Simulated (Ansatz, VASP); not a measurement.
## SiC: VASP beside Ansatz

File INCAR:

```
ALGO = Normal
EDIFF = 1E-7
ENCUT = 520
GGA = PE
ISIF = 2
ISMEAR = 0
LASPH = T
LCHARG = T
LELF = T
LREAL = F
LVHAR = T
LWAVE = F
NBANDS = 36
NELM = 100
PREC = Accurate
SIGMA = 0.05
```

KPOINTS

```
k-points
0
Gamma
  12 12 2
```

File POSCAR:

```
SiC
1.0
    3.0432521380      0.0000000000      0.0000000000
   -1.5216260690      2.6355336616      0.0000000000
    0.0000000000      0.0000000000     14.9327054840
Si C
6 6
Direct
    0.0000000000      0.0000000000      0.1250405817
    0.0000000000      0.0000000000      0.6250393361
    0.3333333333      0.6666666667      0.2918410209
    0.6666666667      0.3333333333      0.7917935669
    0.3333333333      0.6666666667      0.9583303597
    0.6666666667      0.3333333333      0.4582887901
    0.0000000000      0.0000000000      0.9987138814
    0.0000000000      0.0000000000      0.5006630044
    0.3333333333      0.6666666667      0.1677389114
    0.6666666667      0.3333333333      0.6659201616
    0.3333333333      0.6666666667      0.8342543950
    0.6666666667      0.3333333333      0.3323759906
```

Input for Ansatz:

```yaml
crystal:
  lattice:
    - [3.043252138, 0.0, 0.0]
    - [-1.521626069, 2.6355336616, 0.0]
    - [0.0, 0.0, 14.932705484]
  atoms:
    - { symbol: Si, position: [0.0, 0.0, 0.1250405817] }
    - { symbol: Si, position: [0.0, 0.0, 0.6250393361] }
    - { symbol: Si, position: [0.3333333333, 0.6666666667, 0.2918410209] }
    - { symbol: Si, position: [0.6666666667, 0.3333333333, 0.7917935669] }
    - { symbol: Si, position: [0.3333333333, 0.6666666667, 0.9583303597] }
    - { symbol: Si, position: [0.6666666667, 0.3333333333, 0.4582887901] }
    - { symbol: C, position: [0.0, 0.0, 0.9987138814] }
    - { symbol: C, position: [0.0, 0.0, 0.5006630044] }
    - { symbol: C, position: [0.3333333333, 0.6666666667, 0.1677389114] }
    - { symbol: C, position: [0.6666666667, 0.3333333333, 0.6659201616] }
    - { symbol: C, position: [0.3333333333, 0.6666666667, 0.834254395] }
    - { symbol: C, position: [0.6666666667, 0.3333333333, 0.3323759906] }
basis:
  ecutwfc: 520.0
kpoints:
  mp_grid: { grid: [12, 12, 2] }
hamiltonian:
  xc: pbe
  pseudopotentials: { kind: paw, azcp: { folder: soft_1 } }
scf:
  occupations: { method: gaussian, width: 0.05 }
output:
  forces: true
  stress: true
  eigenvalues: true
```

Change from the starting cell: mode 32 frozen in at -0.015 Å, equal normal strain along x, y and z -0.0167.

Alike in both runs: task single point; functional PBE; k mesh 12 × 12 × 2; occupations gaussian, width 0.05 eV; no spin polarisation.

```csv
,VASP,Ansatz
version,VASP 6.6.1,Ansatz 0.2.0
potentials or method,"VASP PAW PBE potentials, release 64 (Si, C), cutoff 520 eV","scalar-relativistic, plane waves, PAW"
valence electrons in the cell,48,48
```

```csv
,VASP,Ansatz,Ansatz less VASP
gap on the k mesh at the Fermi level (eV),2.01,2.01,+0.002
least direct gap on the mesh (eV),3.12,3.13,+0.006
pressure (GPa),11.9,11.9,+0.09
rms of the force components (eV/Å),0.188,0.189,+0.0003
```

Atom by atom the forces differ by 0.001 eV/Å (rms over components).
